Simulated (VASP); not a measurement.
# Ag (Fm-3m) in VASP: single point with PBEsol

Aim: the single point of Ag with PBEsol.

Program: VASP 6.6.1. These are calculated values, not measurements. Logs are shortened: lines on timing, memory, paths and dates and some standing lists are left out, and cuts for length are marked.

## (1) The cell of the first run

It takes space group Fm-3m (No. 225, cubic). Conventional cell: a = 4.000 Å, b = 4.000 Å, c = 4.000 Å, α = 90.00°, β = 90.00°, γ = 90.00°. Ag (site symmetry m-3m) has 12 Ag at 2.83 Å within 3.7 Å.

## (2) Single point, PBEsol

POSCAR

```
Ag
1.0
    0.0000000000      1.9998793557      1.9998793557
    1.9998793557      0.0000000000      1.9998793557
    1.9998793557      1.9998793557      0.0000000000
Ag
1
Direct
    0.0000000000      0.0000000000      0.0000000000
```

INCAR.step1

```
ALGO = Normal
EDIFF = 1E-6
ENCUT = 400
GGA = PS
GGA_COMPAT = False
ISIF = 2
ISMEAR = 1
LASPH = True
LCHARG = True
LMAXMIX = 4
LORBIT = 11
LREAL = False
LWAVE = False
NBANDS = 12
NEDOS = 2001
NELM = 120
PREC = Accurate
SIGMA = 0.1
```

KPOINTS.step1

```
k-points
0
Gamma
  13 13 13
```

INCAR.step2

```
ALGO = Normal
EDIFF = 1E-6
ENCUT = 400
GGA = PS
GGA_COMPAT = False
ICHARG = 11
ISIF = 2
ISMEAR = -5
LASPH = True
LCHARG = False
LMAXMIX = 4
LORBIT = 11
LREAL = False
LWAVE = False
NBANDS = 12
NEDOS = 2001
NELM = 120
PREC = Accurate
SIGMA = 0.1
```

KPOINTS.step2

```
k-points
0
Gamma
  20 20 20
```

Potentials or basis: VASP PAW PBE potentials, release 64 (Ag).

Run with:

```bash
cat potpaw_PBE.64/Ag/POTCAR > POTCAR
cp INCAR.step1 INCAR
cp KPOINTS.step1 KPOINTS
mpirun -np 1 vasp_std > vasp.out
cp INCAR.step2 INCAR
cp KPOINTS.step2 KPOINTS
mpirun -np 1 vasp_std > vasp.out
```

OUTCAR:

```text
EDIFF = 1E-6
   ENCUT = 400
   GGA = PS
   ICHARG = 11
   ISIF = 2
   ISMEAR = -5
   LASPH = True
   LORBIT = 11
   LREAL = False
   NELM = 120
   PREC = Accurate

 ion  position               nearest neighbor table
   1  0.000  0.000  0.000-

  LATTYP: Found a face centered cubic cell.
 ALAT       =     3.9997587114

  Lattice vectors:

 A1 = (   0.0000000000,   1.9998793557,   1.9998793557)
 A2 = (   1.9998793557,   0.0000000000,   1.9998793557)
 A3 = (   1.9998793557,   1.9998793557,   0.0000000000)

Analysis of symmetry for initial positions (statically):
=====================================================================
 Subroutine PRICEL returns:
 Original cell was already a primitive cell.

 Routine SETGRP: Setting up the symmetry group for a
 face centered cubic supercell.

 Subroutine GETGRP returns: Found 48 space group operations
 (whereof 48 operations were pure point group operations)
 out of a pool of 48 trial point group operations.

The static configuration has the point symmetry O_h .

Analysis of symmetry for dynamics (positions and initial velocities):
=====================================================================
 Subroutine PRICEL returns:
 Original cell was already a primitive cell.

 Routine SETGRP: Setting up the symmetry group for a
 face centered cubic supercell.

 Subroutine GETGRP returns: Found 48 space group operations
 (whereof 48 operations were pure point group operations)
 out of a pool of 48 trial point group operations.

The dynamic configuration has the point symmetry O_h .

 Subroutine INISYM returns: Found 48 space group operations
 (whereof 48 operations are pure point group operations),
 and found     1 'primitive' translations

----------------------------------------------------------------------------------------

                                     Primitive cell

  volume of cell :      15.9971

  direct lattice vectors                    reciprocal lattice vectors
     0.000000000  1.999879356  1.999879356    -0.250015081  0.250015081  0.250015081
     1.999879356  0.000000000  1.999879356     0.250015081 -0.250015081  0.250015081
     1.999879356  1.999879356  0.000000000     0.250015081  0.250015081 -0.250015081

  length of vectors
     2.828256508  2.828256508  2.828256508     0.433038824  0.433038824  0.433038824

  position of ions in fractional coordinates (direct lattice)
     0.000000000  0.000000000  0.000000000

  ion indices of the primitive-cell ions
   primitive index   ion index
                 1           1

----------------------------------------------------------------------------------------

 KPOINTS: k-points

Automatic generation of k-mesh.
 Grid dimensions read from file:
 generate k-points for:   20   20   20

 Generating k-lattice:

  Cartesian coordinates                     Fractional coordinates (reciprocal lattice)
    -0.012500754  0.012500754  0.012500754     0.050000000  0.000000000  0.000000000
     0.012500754 -0.012500754  0.012500754     0.000000000  0.050000000  0.000000000
     0.012500754  0.012500754 -0.012500754     0.000000000  0.000000000  0.050000000

  Length of vectors
     0.021651941  0.021651941  0.021651941

  Shift w.r.t. Gamma in fractional coordinates (k-lattice)
     0.000000000  0.000000000  0.000000000

 TETIRR: Found   1093 inequivalent tetrahedra from    48000

 Subroutine IBZKPT returns following result:
 ===========================================

 Found    256 irreducible k-points:

 Following reciprocal coordinates:
            Coordinates               Weight
  0.000000  0.000000  0.000000      1.000000
  0.050000  0.000000  0.000000      8.000000
  0.100000  0.000000  0.000000      8.000000
  0.150000  0.000000  0.000000      8.000000
  0.200000  0.000000  0.000000      8.000000
  0.250000  0.000000  0.000000      8.000000
[... 16 lines left out ...]
 -0.400000  0.050000  0.000000     24.000000
 -0.350000  0.050000  0.000000     24.000000
 [... further k-points ...]
   k-points           NKPTS =    256   k-points in BZ     NKDIM =    256   number of bands    NBANDS=     12
   number of dos      NEDOS =   2001   number of ions     NIONS =      1
   total plane-waves  NPLWV =   5832
   dimension x,y,z NGX =    18 NGY =   18 NGZ =   18
   dimension x,y,z NGXF=    36 NGYF=   36 NGZF=   36
   ions per type =               1
   NGX,Y,Z   is equivalent  to a cutoff of  10.58, 10.58, 10.58 a.u.
   NGXF,Y,Z  is equivalent  to a cutoff of  21.16, 21.16, 21.16 a.u.
 SYSTEM =  unknown system
   PREC   = accura    normal or accurate (medium, high low for compatibility)
   ISTART =      0    job   : 0-new  1-cont  2-samecut
   ICHARG =     11    charge: 1-file 2-atom 10-const
   ISPIN  =      1    spin polarized calculation?
   LNONCOLLINEAR =      F non collinear calculations
   LSORBIT =      F    spin-orbit coupling
   LASPH  =      T    aspherical Exc in radial PAW
   ENCUT  =  400.0 eV  29.40 Ry    5.42 a.u.   4.61  4.61  4.61*2*pi/ulx,y,z
   NELM   =    120;   NELMIN=  2; NELMDL=  0     # of ELM steps
   EDIFF  = 0.1E-05   stopping-criterion for ELM
   LREAL  =      F    real-space projection
   EDIFFG = 0.1E-04   stopping-criterion for IOM
   NSW    =      0    number of steps for IOM
   IBRION =     -1    ionic relax: 0-MD 1-quasi-New 2-CG
   NFREE  =      0    steps in history (QN), initial steepest desc. (CG)
   ISIF   =      2    stress and relaxation
   ISYM   =      2    0-nonsym 1-usesym 2-fastsym
   POTIM  = 0.5000    time-step for ionic-motion
   TEBEG  =    0.0;   TEEND  =   0.0 temperature during run
   PSTRESS=    0.0 pullay stress
   NELECT =      11.0000    total number of electrons
   NUPDOWN=      -1.0000    fix difference up-down
   EMIN   =  10.00;   EMAX   =-10.00  energy-range for DOS
   EFERMI =   0.00;   METHOD = LEGACY
   ISMEAR =    -5;   SIGMA  =   0.10  broadening in eV -4-tet -1-fermi 0-gaus
   EFERMI_NEDOS =   21; number of points for ismear=-14 and -15
   IALGO  =     38    algorithm
   IMIX   =      4    mixing-type and parameters
     AMIX     =   0.40;   BMIX     =  1.00
     AMIX_MAG =   1.60;   BMIX_MAG =  1.00
  volume/ion in A,a.u.               =      16.00       107.95
  Fermi-wavevector in a.u.,A,eV,Ry     =   1.444969  2.730596 28.408095  2.087936
  Thomas-Fermi vector in A             =   2.563204
   LORBIT       =     11    0 simple, 1 ext, 2 COOP (PROOUT), +10 PAW based schemes
   GGA     = PS    functional components
   LHFCALC =     F    Hartree Fock is set to
   AEXX    =    0.0000 exact exchange contribution
   IVDW    =     0    specifies the selected vdW correction
   LEPSILON=     F    determine dielectric tensor
   LRPA    =     F    only Hartree local field effects (RPA)
 non-spin polarized calculation
 Fermi weights with tetrahedron method with Bloechl corrections
  energy-cutoff  :      400.00
  volume of cell :       16.00
 maximum number of plane-waves:       303

 number of electron      11.0000001 magnetization

 Free energy of the ion-electron system (eV)
  ---------------------------------------------------
  ext. energy  EPLUGINS =         0.00000000
  ---------------------------------------------------
  free energy    TOTEN  =        -3.29983591 eV

  energy without entropy =       -3.29983591  energy(sigma->0) =       -3.29983591

 E-fermi :   9.1882     XC(G=0): -12.7981

 val. band max:        9.2242329593   @ k =  -0.4500   0.1000   0.0500
 cond. band min:       9.2212056603   @ k =   0.4500   0.3500   0.0000
 fundamental gap:     -0.0030272991
 Fermi energy:         9.1881525397

 k-point     1 :       0.0000    0.0000    0.0000
  band No.  band energies     occupation
      1       0.8341      2.00000
      2       4.1294      2.00000
      3       4.1294      2.00000
      4       4.1294      2.00000
      5       5.2997      2.00000
      6       5.2997      2.00000
      7      25.2600      0.00000
      8      29.2098      0.00000
      9      29.2098      0.00000
     10      29.2098      0.00000
     11      34.1991      0.00000
     12      35.7728      0.00000

 k-point     2 :       0.0500    0.0000    0.0000
  band No.  band energies     occupation
      1       0.9168      2.00000
      2       4.1076      2.00000
      3       4.1537      2.00000
      4       4.1537      2.00000
      5       5.2895      2.00000
      6       5.2895      2.00000
      7      25.2992      0.00000
      8      28.5106      0.00000
      9      29.2611      0.00000
     10      29.2611      0.00000
     11      34.4783      0.00000
     12      35.6488      0.00000

 k-point     3 :       0.1000    0.0000    0.0000
  band No.  band energies     occupation
      1       1.1579      2.00000
      2       4.0534      2.00000
      3       4.2195      2.00000
      4       4.2195      2.00000
      5       5.2672      2.00000
      6       5.2672      2.00000
      7      25.2809      0.00000
      8      27.1411      0.00000
      9      29.3990      0.00000
     10      29.3990      0.00000
     11      33.8276      0.00000
     12      35.2331      0.00000
[... 286 lines left out ...]
 k-point    23 :      -0.4000    0.0500    0.0000
  band No.  band energies     occupation
      1       2.4276      2.00000
      2       4.1229      2.00000
      3       4.1765      2.00000
      4       5.8796      2.00000
      5       5.9952      2.00000
      6       7.6607      2.00000
      7      14.6536      0.00000
      8      24.6488      0.00000
      9      27.0670      0.00000
     10      28.2090      0.00000
     11      32.9053      0.00000
     12      33.1377      0.00000

 k-point    24 :      -0.3500    0.0500    0.0000
  band No.  band energies     occupation
      1       2.4819      2.00000
      2       4.1874      2.00000
      3       4.2339      2.00000
      4       5.5778      2.00000
      5       5.7928      2.00000
      6       6.7190      2.00000
      7      16.3299      0.00000
      8      24.9173      0.00000
      9      27.3424      0.00000
     10      29.0261      0.00000
     11      32.6889      0.00000
     12      32.8699      0.00000

 [... further k-points ...]

------------------------ aborting loop because EDIFF is reached ----------------------------------------

  FORCE on cell =-STRESS in cart. coord.  units (eV):
  Direction    XX          YY          ZZ          XY          YZ          ZX
  --------------------------------------------------------------------------------------
  -------------------------------------------------------------------------------------
  Total        0.5516429      0.5516429      0.5516429      0.0000000      0.0000000     -0.0000000
  in kB       55.2493560     55.2493560     55.2493560      0.0000000      0.0000000     -0.0000000
  external PRESSURE =      55.2493560 kB  Pullay stress =       0.0000000 kB

 VOLUME and BASIS-vectors are now :
 -----------------------------------------------------------------------------
  energy-cutoff  :      400.00
  volume of cell :       16.00
      direct lattice vectors                 reciprocal lattice vectors
     0.000000000  1.999879356  1.999879356    -0.250015081  0.250015081  0.250015081
     1.999879356  0.000000000  1.999879356     0.250015081 -0.250015081  0.250015081
     1.999879356  1.999879356  0.000000000     0.250015081  0.250015081 -0.250015081

 POSITION                                       TOTAL-FORCE (eV/Angst)
 -----------------------------------------------------------------------------------
      0.00000      0.00000      0.00000        -0.000000     -0.000000     -0.000000
 -----------------------------------------------------------------------------------
    total drift:                               -0.000000     -0.000000     -0.000000

  FREE ENERGIE OF THE ION-ELECTRON SYSTEM (eV)
  ---------------------------------------------------
  free  energy   TOTEN  =        -3.2998359097 eV

  energy  without entropy=       -3.2998359097  energy(sigma->0) =       -3.29983591

 total charge

# of ion       s       p       d       tot
------------------------------------------
    1        0.438   0.347   9.151   9.936
```

It took 12 s on 1 thread of Intel Xeon 6975P-C (Granite Rapids), shared host; peak memory 0.14 GiB.

What came out:

```yaml
Valence_electrons_inside_the_program's_atomic_spheres: Ag 9.94
```

Caveat: the PAW data sets were made with another functional, which shifts forces and pressure a little; tetrahedron occupations give inexact forces and stress in metals.
